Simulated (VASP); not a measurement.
# Er2O (P4_2/mmc) in VASP: further runs

Er2O is run at these levels: PBE; tasks: relaxation of cell and atoms, single point.

All numbers are computed with VASP 6.6.1; they aren't measurements. Logs are shortened: lines on timing, memory, paths and dates and some standing lists are left out, and cuts for length are marked.

### Step 1. The cell of the first run

It takes space group P4_2/mmc (No. 131, tetragonal). The conventional cell has a = 3.317 Å, b = 3.317 Å, c = 12.424 Å, α = 90.00°, β = 90.00°, γ = 90.00°. Within 2.9 Å of Er (site symmetry 2mm) lie 2 O at 2.18 Å. O (site symmetry -4m2) has 4 Er at 2.18 Å within 2.9 Å.

The cell was generated, and may not be a known phase.

### Step 2. Relaxation of cell and atoms, PBE

The input, INCAR:

```
SYSTEM = Er2O
PREC     = Accurate       ! precision mode
ENCUT    = 600            ! plane-wave cutoff, eV
EDIFF    = 1E-7           ! SCF threshold, eV
ISMEAR   = 0              ! smearing method
SIGMA    = 0.1            ! smearing width, eV
LREAL    = .FALSE.        ! projectors in reciprocal space
LASPH    = .TRUE.         ! aspherical terms in the spheres
NELM     = 200            ! most SCF steps
ALGO     = Normal         ! electronic algorithm
ISIF     = 3              ! what is computed and relaxed
LWAVE    = .FALSE.        ! write WAVECAR
LCHARG   = .FALSE.        ! write CHGCAR
GGA      = PE             ! functional
IBRION   = 2              ! ionic algorithm
NSW      = 90             ! ionic steps
EDIFFG   = -0.04          ! ionic threshold
GGA_COMPAT= .FALSE.      
NELMIN   = 4            
LMAXMIX  = 6              ! l up to which the mixer works
```

The input, KPOINTS:

```
Automatic mesh
0
G
  6 6 2
  0 0 0
```

The input, POSCAR:

```
Er2O
1.0
    3.3167559500      0.0000000000      0.0000000000
    0.0000000000      3.3167559500      0.0000000000
    0.0000000000      0.0000000000     12.4242301300
Er O
4 2
Direct
    0.0000000000      0.5000000000      0.8641184600
    0.5000000000      0.0000000000      0.3641184600
    0.5000000000      0.0000000000      0.6358815400
    0.0000000000      0.5000000000      0.1358815400
    0.0000000000      0.0000000000      0.7500000000
    0.0000000000      0.0000000000      0.2500000000
```

Potentials or basis: VASP PAW PBE potentials, release 64 (Er_3, O), 4f in core.

Command:

```console
> cat potpaw_PBE.64/Er_3/POTCAR potpaw_PBE.64/O/POTCAR > POTCAR
> mpirun -np 1 vasp_std > vasp.out
```

OUTCAR:

```text
SYSTEM = Er2O
   PREC = Accurate
   ENCUT = 600
   EDIFF = 1E-7
   ISMEAR = 0
   LREAL = .FALSE.
   LASPH = .TRUE.
   NELM = 200
   ISIF = 3
   GGA = PE
   IBRION = 2
   NSW = 90
   EDIFFG = -0.04
   NELMIN = 4

 ion  position               nearest neighbor table
   1  0.000  0.500  0.864-   5 2.18   5 2.18   4 3.38   3 3.68   3 3.68   3 3.68   3 3.68
   2  0.500  0.000  0.364-   6 2.18   6 2.18   3 3.38   4 3.68   4 3.68   4 3.68   4 3.68
   3  0.500  0.000  0.636-   5 2.18   5 2.18   2 3.38   1 3.68   1 3.68   1 3.68   1 3.68
   4  0.000  0.500  0.136-   6 2.18   6 2.18   1 3.38   2 3.68   2 3.68   2 3.68   2 3.68
   5  0.000  0.000  0.750-   1 2.18   3 2.18   1 2.18   3 2.18
   6  0.000  0.000  0.250-   2 2.18   4 2.18   4 2.18   2 2.18

  LATTYP: Found a simple tetragonal cell.
 ALAT       =     3.3167559500
 C/A-ratio  =     3.7458981961

  Lattice vectors:

 A1 = (   3.3167559500,   0.0000000000,   0.0000000000)
 A2 = (   0.0000000000,   3.3167559500,   0.0000000000)
 A3 = (   0.0000000000,   0.0000000000,  12.4242301300)

Analysis of symmetry for initial positions (statically):
=====================================================================
 Subroutine PRICEL returns:
 Original cell was already a primitive cell.

 Routine SETGRP: Setting up the symmetry group for a
 simple tetragonal supercell.

 Subroutine GETGRP returns: Found 16 space group operations
 (whereof  8 operations were pure point group operations)
 out of a pool of 16 trial point group operations.

The static configuration has the point symmetry D_2h.
 The point group associated with its full space group is D_4h.

Analysis of symmetry for dynamics (positions and initial velocities):
=====================================================================
 Subroutine PRICEL returns:
 Original cell was already a primitive cell.

 Routine SETGRP: Setting up the symmetry group for a
 simple tetragonal supercell.

 Subroutine GETGRP returns: Found 16 space group operations
 (whereof  8 operations were pure point group operations)
 out of a pool of 16 trial point group operations.

The dynamic configuration has the point symmetry D_2h.
 The point group associated with its full space group is D_4h.

 Subroutine INISYM returns: Found 16 space group operations
 (whereof  8 operations are pure point group operations),
 and found     1 'primitive' translations

----------------------------------------------------------------------------------------

                                     Primitive cell

  volume of cell :     136.6773

  direct lattice vectors                    reciprocal lattice vectors
     3.316755950  0.000000000  0.000000000     0.301499421  0.000000000  0.000000000
     0.000000000  3.316755950  0.000000000     0.000000000  0.301499421  0.000000000
     0.000000000  0.000000000 12.424230130     0.000000000  0.000000000  0.080487885

  length of vectors
     3.316755950  3.316755950 12.424230130     0.301499421  0.301499421  0.080487885

  position of ions in fractional coordinates (direct lattice)
     0.000000000  0.500000000  0.864118460
     0.500000000  0.000000000  0.364118460
     0.500000000  0.000000000  0.635881540
     0.000000000  0.500000000  0.135881540
     0.000000000  0.000000000  0.750000000
     0.000000000  0.000000000  0.250000000

  ion indices of the primitive-cell ions
   primitive index   ion index
                 1           1
                 2           2
                 3           3
                 4           4
                 5           5
                 6           6

----------------------------------------------------------------------------------------

 KPOINTS: Automatic mesh

Automatic generation of k-mesh.
 Grid dimensions read from file:
 generate k-points for:    6    6    2

 Generating k-lattice:

  Cartesian coordinates                     Fractional coordinates (reciprocal lattice)
     0.050249904  0.000000000  0.000000000     0.166666667  0.000000000  0.000000000
     0.000000000  0.050249904  0.000000000     0.000000000  0.166666667  0.000000000
     0.000000000  0.000000000  0.040243942     0.000000000  0.000000000  0.500000000

  Length of vectors
     0.050249904  0.050249904  0.040243942

  Shift w.r.t. Gamma in fractional coordinates (k-lattice)
     0.000000000  0.000000000  0.000000000

 Subroutine IBZKPT returns following result:
 ===========================================

 Found     20 irreducible k-points:

 Following reciprocal coordinates:
            Coordinates               Weight
  0.000000  0.000000  0.000000      1.000000
  0.166667  0.000000  0.000000      4.000000
  0.333333  0.000000  0.000000      4.000000
  0.500000  0.000000  0.000000      2.000000
  0.166667  0.166667  0.000000      4.000000
  0.333333  0.166667  0.000000      8.000000
[... 12 lines left out ...]
  0.500000  0.333333  0.500000      4.000000
  0.500000  0.500000  0.500000      1.000000
   k-points           NKPTS =     20   k-points in BZ     NKDIM =     20   number of bands    NBANDS=     28
   number of dos      NEDOS =    301   number of ions     NIONS =      6
   total plane-waves  NPLWV =  78400
   dimension x,y,z NGX =    28 NGY =   28 NGZ =  100
   dimension x,y,z NGXF=    56 NGYF=   56 NGZF=  200
   ions per type =               4   2
   NGX,Y,Z   is equivalent  to a cutoff of  14.03, 14.03, 13.38 a.u.
   NGXF,Y,Z  is equivalent  to a cutoff of  28.07, 28.07, 26.76 a.u.
 SYSTEM =  Er2O
   PREC   = accura    normal or accurate (medium, high low for compatibility)
   ISTART =      0    job   : 0-new  1-cont  2-samecut
   ICHARG =      2    charge: 1-file 2-atom 10-const
   ISPIN  =      1    spin polarized calculation?
   LNONCOLLINEAR =      F non collinear calculations
   LSORBIT =      F    spin-orbit coupling
   LASPH  =      T    aspherical Exc in radial PAW
   ENCUT  =  600.0 eV  44.10 Ry    6.64 a.u.   6.62  6.62 24.81*2*pi/ulx,y,z
   NELM   =    200;   NELMIN=  4; NELMDL= -5     # of ELM steps
   EDIFF  = 0.1E-06   stopping-criterion for ELM
   LREAL  =      F    real-space projection
   EDIFFG = -.4E-01   stopping-criterion for IOM
   NSW    =     90    number of steps for IOM
   IBRION =      2    ionic relax: 0-MD 1-quasi-New 2-CG
   NFREE  =      1    steps in history (QN), initial steepest desc. (CG)
   ISIF   =      3    stress and relaxation
   ISYM   =      2    0-nonsym 1-usesym 2-fastsym
   POTIM  = 0.5000    time-step for ionic-motion
   TEBEG  =    0.0;   TEEND  =   0.0 temperature during run
   PSTRESS=    0.0 pullay stress
   NELECT =      48.0000    total number of electrons
   NUPDOWN=      -1.0000    fix difference up-down
   EMIN   =  10.00;   EMAX   =-10.00  energy-range for DOS
   EFERMI =   0.00;   METHOD = LEGACY
   ISMEAR =     0;   SIGMA  =   0.10  broadening in eV -4-tet -1-fermi 0-gaus
   EFERMI_NEDOS =   21; number of points for ismear=-14 and -15
   IALGO  =     38    algorithm
   IMIX   =      4    mixing-type and parameters
     AMIX     =   0.40;   BMIX     =  1.00
     AMIX_MAG =   1.60;   BMIX_MAG =  1.00
  volume/ion in A,a.u.               =      22.78       153.72
  Fermi-wavevector in a.u.,A,eV,Ry     =   1.155021  2.182672 18.151160  1.334073
  Thomas-Fermi vector in A             =   2.291653
   LORBIT       =      0    0 simple, 1 ext, 2 COOP (PROOUT), +10 PAW based schemes
   GGA     = PE    functional components
   LHFCALC =     F    Hartree Fock is set to
   AEXX    =    0.0000 exact exchange contribution
   IVDW    =     0    specifies the selected vdW correction
   LEPSILON=     F    determine dielectric tensor
   LRPA    =     F    only Hartree local field effects (RPA)
 conjugate gradient relaxation of ions
 non-spin polarized calculation
 Gauss-broadening in eV      SIGMA  =   0.10
  energy-cutoff  :      600.00
  volume of cell :      136.68
 maximum number of plane-waves:      4596
 NGX is ok and might be reduce to    28
   NGX = 13   NGY = 13   NGZ = 49

--------------------------------------- Ionic step        1  -------------------------------------------

 number of electron      48.0000003 magnetization

 Free energy of the ion-electron system (eV)
  ---------------------------------------------------
  ext. energy  EPLUGINS =         0.00000000
  ---------------------------------------------------
  free energy    TOTEN  =       -37.49324590 eV

  energy without entropy =      -37.47830684  energy(sigma->0) =      -37.48577637

------------------------ aborting loop because EDIFF is reached ----------------------------------------

  FORCE on cell =-STRESS in cart. coord.  units (eV):
  Direction    XX          YY          ZZ          XY          YZ          ZX
  --------------------------------------------------------------------------------------
  -------------------------------------------------------------------------------------
  Total        6.3249519      6.3249519     -1.3973086      0.0000000      0.0000000      0.0000000
  in kB       74.1431942     74.1431942    -16.3797174      0.0000000      0.0000000      0.0000000
  external PRESSURE =      43.9688903 kB  Pullay stress =       0.0000000 kB
[... 101 lines left out ...]
  FREE ENERGIE OF THE ION-ELECTRON SYSTEM (eV)
  ---------------------------------------------------
  free  energy   TOTEN  =       -37.9638477067 eV

  energy  without entropy=      -37.9332169131  energy(sigma->0) =      -37.94853231

[... ionic steps 4 to 7 ...]

--------------------------------------- Ionic step        8  -------------------------------------------

 number of electron      47.9999998 magnetization

------------------------ aborting loop because EDIFF is reached ----------------------------------------

  FORCE on cell =-STRESS in cart. coord.  units (eV):
  Direction    XX          YY          ZZ          XY          YZ          ZX
  --------------------------------------------------------------------------------------
  -------------------------------------------------------------------------------------
  Total        0.3787804      0.3787804      0.5904945     -0.0000000      0.0000000      0.0000000
  in kB        3.8468345      3.8468345      5.9969689     -0.0000000      0.0000000      0.0000000
  external PRESSURE =       4.5635460 kB  Pullay stress =       0.0000000 kB
[... 65 lines left out ...]
  energy  without entropy=      -38.2992831348  energy(sigma->0) =      -38.30991070

--------------------------------------- Ionic step       10  -------------------------------------------

 number of electron      47.9999996 magnetization

 Free energy of the ion-electron system (eV)
  ---------------------------------------------------
  ext. energy  EPLUGINS =         0.00000000
  ---------------------------------------------------
  free energy    TOTEN  =       -38.32167614 eV

  energy without entropy =      -38.30060608  energy(sigma->0) =      -38.31114111

 E-fermi :   2.5871     XC(G=0):  -9.1881

 val. band max:        2.5720105679   @ k =   0.0000   0.0000   0.5000
 cond. band min:       2.5897688325   @ k =   0.5000   0.1667   0.0000
 fundamental gap:      0.0177582646
 Fermi energy:         2.5870876573

 k-point     1 :       0.0000    0.0000    0.0000
  band No.  band energies     occupation
      1     -23.1171      2.00000
      2     -22.9846      2.00000
      3     -22.5774      2.00000
      4     -22.5774      2.00000
      5     -22.5642      2.00000
      6     -22.5642      2.00000
[... 642 lines left out ...]
  FREE ENERGIE OF THE ION-ELECTRON SYSTEM (eV)
  ---------------------------------------------------
  free  energy   TOTEN  =       -38.3216761401 eV

  energy  without entropy=      -38.3006060803  energy(sigma->0) =      -38.31114111

 reached required accuracy - stopping structural energy minimisation
```

It took 8.2 min on 1 thread of AMD EPYC 9R45 (Zen 5), shared host; peak memory 0.3 GiB.

What came out:

```
Free energy                           : -38.3217 eV
Relaxed volume                        : 26.47 Å³/atom
Relaxed cell                          : a = 3.672 Å, b = 3.672 Å, c = 11.779 Å, α = 90.00°, β = 90.00°, γ = 90.00°
Space group after relaxing (to 0.1 Å) : P4_2/mmc (No. 131)
Energy gained by relaxing             : 138.1 meV/atom
Ionic steps                           : 10
Pressure after relaxing               : 0.0 GPa
Largest force after relaxing          : 0.008 eV/Å
Band gap on the k mesh                : zero (bands 24 and 25 overlap by 0.71 eV)
```

Forces in eV/Å, atoms in the order of the input:
```
Er   0.000  0.000 -0.008
Er   0.000  0.000 -0.008
Er   0.000  0.000  0.008
Er   0.000  0.000  0.008
O    0.000  0.000  0.000
O    0.000  0.000  0.000
```

Stress tensor (GPa, compression positive):
```
-0.05  0.00  0.00
 0.00 -0.05  0.00
 0.00  0.00  0.05
```

Step by step:
| step | energy change (eV) | largest force (eV/Å) | pressure (GPa) | volume (Å³) |
| --- | --- | --- | --- | --- |
| 1 | 0.0000 | 0.5434 | 4.40 | 136.68 |
| 2 | -0.4257 | 0.9875 | -1.07 | 149.24 |
| 3 | -0.4706 | 1.2534 | -3.04 | 156.15 |
| 4 | -0.7675 | 0.6234 | -0.88 | 156.16 |
| 5 | -0.7971 | 0.3391 | 0.07 | 156.07 |
| 6 | -0.7978 | 0.2743 | 0.28 | 156.05 |
| 7 | -0.8201 | 0.0913 | 0.36 | 156.95 |
| 8 | -0.8267 | 0.0613 | 0.46 | 157.76 |
| 9 | -0.8273 | 0.0635 | -0.39 | 159.66 |
| 10 | -0.8284 | 0.0084 | -0.02 | 158.80 |

Final structure:
```cif
data_structure
_symmetry_space_group_name_H-M 'P 1'
_symmetry_Int_Tables_number 1
_cell_length_a 3.6718
_cell_length_b 3.6718
_cell_length_c 11.7787
_cell_angle_alpha 90.000
_cell_angle_beta 90.000
_cell_angle_gamma 90.000
_cell_volume 158.80
loop_
_atom_site_label
_atom_site_type_symbol
_atom_site_fract_x
_atom_site_fract_y
_atom_site_fract_z
_atom_site_occupancy
Er1 Er 0.00000 0.50000 0.85083 1
Er2 Er 0.50000 0.00000 0.35083 1
Er3 Er 0.50000 0.00000 0.64917 1
Er4 Er 0.00000 0.50000 0.14917 1
O1 O 0.00000 0.00000 0.75000 1
O2 O 0.00000 0.00000 0.25000 1
```

Caveat: the volume moved by over 15 % at a fixed basis, so the end points are rough; spin-orbit coupling is left out, which moves the levels of the heavy elements; the 4f electrons are frozen in the core, so they carry no moment and show no levels; the run has no spin polarisation, though such a crystal can be magnetic. With open d or f shells a metallic result of PBE can be an artefact of self-interaction; +U or a hybrid may open a gap.

### Step 3. Single point, PBE

This run uses another cell than the first one, of 26.19 Å³/atom.

The input, INCAR:

```
PREC     = Accurate       # precision mode
ENCUT    = 600            # plane-wave cutoff, eV
EDIFF    = 1E-6           # SCF threshold, eV
ISMEAR   = 0              # smearing method
SIGMA    = 0.1            # smearing width, eV
LREAL    = False          # projectors in reciprocal space
LASPH    = True           # aspherical terms in the spheres
NELM     = 200            # most SCF steps
ALGO     = Normal         # electronic algorithm
ISIF     = 2              # what is computed and relaxed
LWAVE    = False          # write WAVECAR
LCHARG   = False          # write CHGCAR
GGA      = PE             # functional
NBANDS   = 33             # bands
GGA_COMPAT= False        
LMAXMIX  = 6              # l up to which the mixer works
```

The input, KPOINTS:

```
Automatic mesh
0
Gamma
  10 10 4
```

The input, POSCAR:

```
Er2O
1.0
    3.6576225299      0.0000000000      0.0000000000
    0.0000000000      3.6576225299      0.0000000000
    0.0000000000      0.0000000000     11.7477958504
Er O
4 2
Direct
    0.0000000000      0.5000000000      0.8500924473
    0.5000000000      0.0000000000      0.3500924473
    0.5000000000      0.0000000000      0.6499075527
    0.0000000000      0.5000000000      0.1499075527
    0.0000000000      0.0000000000      0.7500000000
    0.0000000000      0.0000000000      0.2500000000
```

Potentials or basis: VASP PAW PBE potentials, release 64 (Er_3, O), 4f in core.

Command:

```console
> cat potpaw_PBE.64/Er_3/POTCAR potpaw_PBE.64/O/POTCAR > POTCAR
> mpirun -np 1 vasp_std > vasp.out
```

Wall time 4.2 min (1 thread of AMD EPYC 9R45 (Zen 5), shared host); peak memory 0.45 GiB.

It converged, with:

```
Free energy            : -38.3286 eV
Pressure               : 1.0 GPa
Largest force          : 0.186 eV/Å
Band gap on the k mesh : zero (bands 24 and 25 overlap by 0.76 eV)
```

Forces on the atoms (eV/Å):
```
Er   0.000  0.000  0.186
Er   0.000  0.000  0.186
Er   0.000  0.000 -0.186
Er   0.000  0.000 -0.186
O    0.000  0.000  0.000
O    0.000  0.000  0.000
```

Stress tensor (GPa, compression positive):
```
1.07 0.00 0.00
0.00 1.07 0.00
0.00 0.00 0.94
```

Levels at points of the mesh, in eV from the Fermi level:
| k point | band 20 | band 21 | band 22 | band 23 | band 24 | band 25 | band 26 | band 27 | band 28 | band 29 |
| --- | --- | --- | --- | --- | --- | --- | --- | --- | --- | --- |
| (0.00, 0.00, 0.00) | -5.78 | -3.81 | -2.52 | -2.27 | -0.40 | -0.16 | -0.11 | 1.85 | 2.14 | 3.10 |
| (0.50, 0.00, 0.00) | -5.91 | -1.52 | -0.88 | -0.83 | -0.67 | -0.35 | 1.04 | 1.69 | 1.98 | 2.11 |
| (0.50, 0.50, 0.00) | -4.93 | -0.64 | -0.13 | 0.22 | 0.22 | 0.69 | 0.71 | 0.92 | 0.93 | 0.93 |
| (0.00, 0.00, 0.50) | -5.79 | -3.43 | -3.43 | -1.13 | -1.13 | -0.06 | -0.06 | 1.89 | 1.89 | 3.11 |
| (0.50, 0.00, 0.50) | -5.91 | -1.48 | -1.04 | -0.79 | -0.49 | -0.44 | 0.88 | 1.79 | 1.85 | 2.18 |
| (0.50, 0.50, 0.50) | -4.93 | -0.44 | -0.44 | 0.26 | 0.26 | 0.70 | 0.70 | 0.73 | 0.73 | 1.48 |

Caveat: spin-orbit coupling is left out, which moves the levels of the heavy elements; the 4f electrons are frozen in the core, so they carry no moment and show no levels; the run has no spin polarisation, though such a crystal can be magnetic. Spin polarisation is off, so any magnetic state and its effect on volume and gap are missing.
